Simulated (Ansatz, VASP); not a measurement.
## Two plane-wave programs on HfN

```xyz
2
Lattice="0.0000 2.2049 2.2049 2.2049 0.0000 2.2049 2.2049 2.2049 0.0000" Properties=species:S:1:pos:R:3 pbc="T T T"
Hf    0.0000    0.0000    0.0000
N     2.2049    2.2049    2.2049
```

Alike in both runs: task single point; functional PBEsol; k mesh 16 × 16 × 16; occupations gaussian, width 0.1 eV; no spin polarisation.

```csv
,VASP,Ansatz
version,VASP 6.6.1,Ansatz 0.2.0
potentials or method,"VASP PAW PBE potentials, release 64 (Hf_pv, N), cutoff 520 eV","scalar-relativistic, plane waves, PAW"
valence electrons in the cell,15,31
```

```csv
,VASP,Ansatz,Ansatz less VASP
gap on the k mesh at the Fermi level (eV),none,none,-
pressure (GPa),17.8,20.0,+2.24
```

VASP's potentials were made for PBE, not for PBEsol. A gap of «none» marks a metal or a gap that the smearing closes. VASP's potentials hold 15 valence electrons a cell and Ansatz's 31, so a difference there can come from the potentials and not from the codes.

Spin-orbit coupling is off throughout.
